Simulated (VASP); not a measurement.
# Na (P6_3/mmc) in VASP: further runs

Runs on Na. Level: LDA. Tasks: single point.

Everything below comes from runs of VASP 6.6.1. Logs are shortened: lines on timing, memory, paths and dates and some standing lists are left out, and cuts for length are marked.

## (1) The cell of the first run

Symmetry: P6_3/mmc, No. 194, hexagonal system. Conventional cell: a = 3.476 Å, b = 3.476 Å, c = 5.898 Å, α = 90.00°, β = 90.00°, γ = 120.00°. Within 4.6 Å of Na (site symmetry -6m2) lie 12 Na at 3.48 to 3.57 Å.

This isn't the form of Na at room conditions, which is bcc.

## (2) Single point, LDA

Contents of INCAR:

```
PREC     = Accurate       # precision mode
ENCUT    = 520            # plane-wave cutoff, eV
EDIFF    = 1E-6           # SCF threshold, eV
ISMEAR   = 0              # smearing method
SIGMA    = 0.15           # smearing width, eV
LREAL    = False          # projectors in reciprocal space
LASPH    = True           # aspherical terms in the spheres
NELM     = 60             # most SCF steps
ALGO     = Normal         # electronic algorithm
ISIF     = 2              # what is computed and relaxed
LWAVE    = False          # write WAVECAR
LCHARG   = False          # write CHGCAR
GGA      = CA             # functional
NBANDS   = 14             # bands
```

Contents of KPOINTS:

```
regular mesh
0
Gamma
  15 15 8
```

Contents of POSCAR:

```
Na
1.0
    3.4761407018      0.0000000000      0.0000000000
   -1.7380703509      3.0104261549      0.0000000000
    0.0000000000      0.0000000000      5.8981745703
Na
2
Direct
    0.3333333333      0.6666666667      0.2500000000
    0.6666666667      0.3333333333      0.7500000000
```

Potentials or basis: VASP PAW LDA potentials, release 64 (Na_pv).

Run with:

```
$ cat potpaw_LDA.64/Na_pv/POTCAR > POTCAR
$ mpirun -np 1 vasp_std > vasp.out
```

OUTCAR:

```text
PREC = Accurate
   ENCUT = 520
   EDIFF = 1E-6
   ISMEAR = 0
   LREAL = False
   LASPH = True
   NELM = 60
   ISIF = 2
   GGA = CA

 ion  position               nearest neighbor table
   1  0.333  0.667  0.250-
   2  0.667  0.333  0.750-

  LATTYP: Found a hexagonal cell.
 ALAT       =     3.4761407018
 C/A-ratio  =     1.6967594457

  Lattice vectors:

 A1 = (   3.4761407018,   0.0000000000,   0.0000000000)
 A2 = (  -1.7380703509,   3.0104261549,   0.0000000000)
 A3 = (   0.0000000000,   0.0000000000,   5.8981745703)

Analysis of symmetry for initial positions (statically):
=====================================================================
 Subroutine PRICEL returns:
 Original cell was already a primitive cell.

 Routine SETGRP: Setting up the symmetry group for a
 hexagonal supercell.

 Subroutine GETGRP returns: Found 24 space group operations
 (whereof 12 operations were pure point group operations)
 out of a pool of 24 trial point group operations.

The static configuration has the point symmetry D_3d.
 The point group associated with its full space group is D_6h.

Analysis of symmetry for dynamics (positions and initial velocities):
=====================================================================
 Subroutine PRICEL returns:
 Original cell was already a primitive cell.

 Routine SETGRP: Setting up the symmetry group for a
 hexagonal supercell.

 Subroutine GETGRP returns: Found 24 space group operations
 (whereof 12 operations were pure point group operations)
 out of a pool of 24 trial point group operations.

The dynamic configuration has the point symmetry D_3d.
 The point group associated with its full space group is D_6h.

 Subroutine INISYM returns: Found 24 space group operations
 (whereof 12 operations are pure point group operations),
 and found     1 'primitive' translations

----------------------------------------------------------------------------------------

                                     Primitive cell

  volume of cell :      61.7224

  direct lattice vectors                    reciprocal lattice vectors
     3.476140702  0.000000000  0.000000000     0.287675352  0.166089442  0.000000000
    -1.738070351  3.010426155  0.000000000     0.000000000  0.332178884  0.000000000
     0.000000000  0.000000000  5.898174570     0.000000000  0.000000000  0.169543981

  length of vectors
     3.476140702  3.476140702  5.898174570     0.332178884  0.332178884  0.169543981

  position of ions in fractional coordinates (direct lattice)
     0.333333333  0.666666667  0.250000000
     0.666666667  0.333333333  0.750000000

  ion indices of the primitive-cell ions
   primitive index   ion index
                 1           1
                 2           2

----------------------------------------------------------------------------------------

 KPOINTS: regular mesh

Automatic generation of k-mesh.
 Grid dimensions read from file:
 generate k-points for:   15   15    8

 Generating k-lattice:

  Cartesian coordinates                     Fractional coordinates (reciprocal lattice)
     0.019178357  0.011072629  0.000000000     0.066666667  0.000000000  0.000000000
     0.000000000  0.022145259  0.000000000     0.000000000  0.066666667  0.000000000
     0.000000000  0.000000000  0.021192998     0.000000000  0.000000000  0.125000000

  Length of vectors
     0.022145259  0.022145259  0.021192998

  Shift w.r.t. Gamma in fractional coordinates (k-lattice)
     0.000000000  0.000000000  0.000000000

 Subroutine IBZKPT returns following result:
 ===========================================

 Found    135 irreducible k-points:

 Following reciprocal coordinates:
            Coordinates               Weight
  0.000000  0.000000  0.000000      1.000000
  0.066667  0.000000  0.000000      6.000000
  0.133333  0.000000  0.000000      6.000000
  0.200000 -0.000000  0.000000      6.000000
  0.266667  0.000000  0.000000      6.000000
  0.333333 -0.000000  0.000000      6.000000
[... 16 lines left out ...]
  0.333333  0.200000  0.000000     12.000000
  0.400000  0.200000  0.000000      6.000000
 [... further k-points ...]
   k-points           NKPTS =    135   k-points in BZ     NKDIM =    135   number of bands    NBANDS=     14
   number of dos      NEDOS =    301   number of ions     NIONS =      2
   total plane-waves  NPLWV =  37632
   dimension x,y,z NGX =    28 NGY =   28 NGZ =   48
   dimension x,y,z NGXF=    56 NGYF=   56 NGZF=   96
   ions per type =               2
   NGX,Y,Z   is equivalent  to a cutoff of  13.39, 13.39, 13.53 a.u.
   NGXF,Y,Z  is equivalent  to a cutoff of  26.78, 26.78, 27.06 a.u.
 SYSTEM =  unknown system
   PREC   = accura    normal or accurate (medium, high low for compatibility)
   ISTART =      0    job   : 0-new  1-cont  2-samecut
   ICHARG =      2    charge: 1-file 2-atom 10-const
   ISPIN  =      1    spin polarized calculation?
   LNONCOLLINEAR =      F non collinear calculations
   LSORBIT =      F    spin-orbit coupling
   LASPH  =      T    aspherical Exc in radial PAW
   ENCUT  =  520.0 eV  38.22 Ry    6.18 a.u.   6.46  6.46 10.97*2*pi/ulx,y,z
   NELM   =     60;   NELMIN=  2; NELMDL= -5     # of ELM steps
   EDIFF  = 0.1E-05   stopping-criterion for ELM
   LREAL  =      F    real-space projection
   EDIFFG = 0.1E-04   stopping-criterion for IOM
   NSW    =      0    number of steps for IOM
   IBRION =     -1    ionic relax: 0-MD 1-quasi-New 2-CG
   NFREE  =      0    steps in history (QN), initial steepest desc. (CG)
   ISIF   =      2    stress and relaxation
   ISYM   =      2    0-nonsym 1-usesym 2-fastsym
   POTIM  = 0.5000    time-step for ionic-motion
   TEBEG  =    0.0;   TEEND  =   0.0 temperature during run
   PSTRESS=    0.0 pullay stress
   NELECT =      14.0000    total number of electrons
   NUPDOWN=      -1.0000    fix difference up-down
   EMIN   =  10.00;   EMAX   =-10.00  energy-range for DOS
   EFERMI =   0.00;   METHOD = LEGACY
   ISMEAR =     0;   SIGMA  =   0.15  broadening in eV -4-tet -1-fermi 0-gaus
   EFERMI_NEDOS =   21; number of points for ismear=-14 and -15
   IALGO  =     38    algorithm
   IMIX   =      4    mixing-type and parameters
     AMIX     =   0.40;   BMIX     =  1.00
     AMIX_MAG =   1.60;   BMIX_MAG =  1.00
  volume/ion in A,a.u.               =      30.86       208.26
  Fermi-wavevector in a.u.,A,eV,Ry     =   0.998397  1.886696 13.562236  0.996796
  Thomas-Fermi vector in A             =   2.130618
   LORBIT       =      0    0 simple, 1 ext, 2 COOP (PROOUT), +10 PAW based schemes
   GGA     = CA    functional components
   LHFCALC =     F    Hartree Fock is set to
   AEXX    =    0.0000 exact exchange contribution
   IVDW    =     0    specifies the selected vdW correction
   LEPSILON=     F    determine dielectric tensor
   LRPA    =     F    only Hartree local field effects (RPA)
 non-spin polarized calculation
 Gauss-broadening in eV      SIGMA  =   0.15
  energy-cutoff  :      520.00
  volume of cell :       61.72
 maximum number of plane-waves:      1690
 NGX is ok and might be reduce to    28
   NGX = 13   NGY = 13   NGZ = 21

 number of electron      13.9999996 magnetization

 Free energy of the ion-electron system (eV)
  ---------------------------------------------------
  ext. energy  EPLUGINS =         0.00000000
  ---------------------------------------------------
  free energy    TOTEN  =        -2.89807569 eV

  energy without entropy =       -2.88711212  energy(sigma->0) =       -2.89259390

 E-fermi :   0.7458     XC(G=0):  -7.2639

 val. band max:        0.7104905702   @ k =   0.2000   0.2000   0.3750
 cond. band min:       0.7623924989   @ k =   0.4000  -0.0000   0.5000
 fundamental gap:      0.0519019287
 Fermi energy:         0.7458197954

 k-point     1 :       0.0000    0.0000    0.0000
  band No.  band energies     occupation
      1     -24.1543      2.00000
      2     -24.0998      2.00000
      3     -24.0998      2.00000
      4     -24.0925      2.00000
      5     -24.0925      2.00000
      6     -24.0924      2.00000
      7      -2.9686      2.00000
      8       1.1327      0.00026
      9       1.5828      0.00000
     10      12.0560      0.00000
     11      12.0691      0.00000
     12      12.0691      0.00000
     13      12.6505      0.00000
     14      12.6505      0.00000

 k-point     2 :       0.0667    0.0000    0.0000
  band No.  band energies     occupation
      1     -24.1533      2.00000
      2     -24.1023      2.00000
      3     -24.1005      2.00000
      4     -24.0951      2.00000
      5     -24.0929      2.00000
      6     -24.0927      2.00000
      7      -2.8916      2.00000
      8       1.1986      0.00002
      9       1.6578      0.00000
     10      10.6502      0.00000
     11      11.5123      0.00000
     12      11.9200      0.00000
     13      12.6461      0.00000
     14      13.2567      0.00000

 k-point     3 :       0.1333    0.0000    0.0000
  band No.  band energies     occupation
      1     -24.1505      2.00000
      2     -24.1095      2.00000
      3     -24.1026      2.00000
      4     -24.1024      2.00000
      5     -24.0942      2.00000
      6     -24.0934      2.00000
      7      -2.6616      2.00000
      8       1.3964      0.00000
      9       1.8803      0.00000
     10       8.9604      0.00000
     11      10.8366      0.00000
     12      11.0140      0.00000
     13      12.5244      0.00000
     14      12.6580      0.00000

 k-point     4 :       0.2000   -0.0000    0.0000
  band No.  band energies     occupation
      1     -24.1460      2.00000
      2     -24.1201      2.00000
      3     -24.1129      2.00000
      4     -24.1057      2.00000
      5     -24.0962      2.00000
      6     -24.0948      2.00000
      7      -2.2811      2.00000
      8       1.7268      0.00000
      9       2.2424      0.00000
     10       7.3293      0.00000
     11      10.0530      0.00000
     12      10.2578      0.00000
     13      10.8613      0.00000
     14      12.3258      0.00000

 k-point     5 :       0.2667    0.0000    0.0000
  band No.  band energies     occupation
      1     -24.1405      2.00000
      2     -24.1324      2.00000
      3     -24.1249      2.00000
      4     -24.1090      2.00000
      5     -24.0985      2.00000
      6     -24.0968      2.00000
      7      -1.7541      2.00000
      8       2.1911      0.00000
      9       2.7228      0.00000
     10       5.8188      0.00000
     11       9.0798      0.00000
[... 276 lines left out ...]
 k-point    22 :       0.2667    0.2000    0.0000
  band No.  band energies     occupation
      1     -24.1460      2.00000
      2     -24.1416      2.00000
      3     -24.1275      2.00000
      4     -24.1211      2.00000
      5     -24.1126      2.00000
      6     -24.1031      2.00000
      7      -0.2110      2.00000
      8       3.5942      0.00000
      9       3.6118      0.00000
     10       4.3572      0.00000
     11       5.5613      0.00000
     12       7.6615      0.00000
     13       8.6916      0.00000
     14       8.8410      0.00000

 k-point    23 :       0.3333    0.2000    0.0000
  band No.  band energies     occupation
      1     -24.1508      2.00000
      2     -24.1432      2.00000
      3     -24.1258      2.00000
      4     -24.1226      2.00000
      5     -24.1156      2.00000
      6     -24.1063      2.00000
      7       0.6448      1.65909
      8       2.7014      0.00000
      9       4.4014      0.00000
     10       4.4228      0.00000
     11       5.6453      0.00000
     12       6.4375      0.00000
     13       7.9170      0.00000
     14       8.4836      0.00000

 k-point    24 :       0.4000    0.2000    0.0000
  band No.  band energies     occupation
      1     -24.1525      2.00000
      2     -24.1435      2.00000
      3     -24.1278      2.00000
      4     -24.1203      2.00000
      5     -24.1167      2.00000
      6     -24.1080      2.00000
      7       1.5208      0.00000
      8       1.7344      0.00000
      9       4.4792      0.00000
     10       5.2985      0.00000
     11       5.4007      0.00000
     12       5.8685      0.00000
     13       7.4441      0.00000
     14       8.4148      0.00000

 [... further k-points ...]

------------------------ aborting loop because EDIFF is reached ----------------------------------------

  FORCE on cell =-STRESS in cart. coord.  units (eV):
  Direction    XX          YY          ZZ          XY          YZ          ZX
  --------------------------------------------------------------------------------------
  -------------------------------------------------------------------------------------
  Total        0.4031693      0.4031693      0.1703749      0.0000000     -0.0000000      0.0000000
  in kB       10.4653809     10.4653809      4.4225543      0.0000000     -0.0000000      0.0000000
  external PRESSURE =       8.4511054 kB  Pullay stress =       0.0000000 kB

 VOLUME and BASIS-vectors are now :
 -----------------------------------------------------------------------------
  energy-cutoff  :      520.00
  volume of cell :       61.72
      direct lattice vectors                 reciprocal lattice vectors
     3.476140702  0.000000000  0.000000000     0.287675352  0.166089442  0.000000000
    -1.738070351  3.010426155  0.000000000     0.000000000  0.332178884  0.000000000
     0.000000000  0.000000000  5.898174570     0.000000000  0.000000000  0.169543981

 POSITION                                       TOTAL-FORCE (eV/Angst)
 -----------------------------------------------------------------------------------
     -0.00000      2.00695      1.47454         0.000000      0.000000     -0.000000
      1.73807      1.00348      4.42363        -0.000000     -0.000000      0.000000
 -----------------------------------------------------------------------------------
    total drift:                               -0.000000      0.000000      0.000000

  FREE ENERGIE OF THE ION-ELECTRON SYSTEM (eV)
  ---------------------------------------------------
  free  energy   TOTEN  =        -2.8980756857 eV

  energy  without entropy=       -2.8871121235  energy(sigma->0) =       -2.89259390
```

Wall time 55 s (1 thread of Oxide Virtual Turin-like, shared host); peak memory 0.18 GiB.

Results:

| Quantity | Value |
| --- | --- |
| Free energy | -2.8981 eV |
| Pressure | 0.8 GPa |
| Band gap on the k mesh | zero (bands 7 and 8 overlap by 4.96 eV) |

Stress tensor (GPa, compression positive):
```
1.05 0.00 0.00
0.00 1.05 0.00
0.00 0.00 0.44
```

## (3) Single point, LDA

This run uses another cell than the first one, of 31.72 Å³/atom.

Contents of INCAR:

```
PREC = Accurate ; ENCUT = 520
EDIFF = 1E-6 ; ISMEAR = 0
SIGMA = 0.15 ; LREAL = False
LASPH = True ; NELM = 100
ALGO = Normal ; ISIF = 2
LWAVE = False ; LCHARG = True
LELF = True ; LVHAR = True
NBANDS = 14
```

Contents of KPOINTS:

```
Automatic mesh
0
Gamma
  15 15 8
```

Contents of POSCAR:

```
Na
1.0
    3.5242997344      0.0000000000      0.0000000000
   -1.7621498672      3.0521331006      0.0000000000
    0.0000000000      0.0000000000      5.8981745703
Na
2
Direct
    0.3333333333      0.6666666667      0.2500000000
    0.6666666667      0.3333333333      0.7500000000
```

Potentials or basis: VASP PAW LDA potentials, release 64 (Na_pv).

Run with:

```
$ cat potpaw_LDA.64/Na_pv/POTCAR > POTCAR
$ mpirun -np 1 vasp_std > vasp.out
```

Wall time 86 s (1 thread of Oxide Virtual Turin-like, shared host); peak memory 0.18 GiB.

It converged, with:

```yaml
Free_energy: -2.9070 eV
Pressure: 0.5 GPa
Band_gap_on_the_k_mesh: zero (bands 7 and 8 overlap by 4.83 eV)
```

Stress tensor (GPa, compression positive):
```
0.65 0.00 0.00
0.00 0.65 0.00
0.00 0.00 0.28
```

Levels at points of the mesh, in eV from the Fermi level:
| k point | band 4 | band 5 | band 6 | band 7 | band 8 | band 9 | band 10 | band 11 |
| --- | --- | --- | --- | --- | --- | --- | --- | --- |
| (0.00, 0.00, 0.00) | -24.85 | -24.85 | -24.85 | -3.65 | 0.46 | 0.90 | 11.04 | 11.04 |
| (0.00, 0.00, 0.50) | -24.85 | -24.85 | -24.85 | -2.53 | -2.53 | 5.73 | 5.73 | 11.61 |

[end of part 1 of 2]

The gap in the log of VASP goes by the Fermi energy; the results here count the filled bands.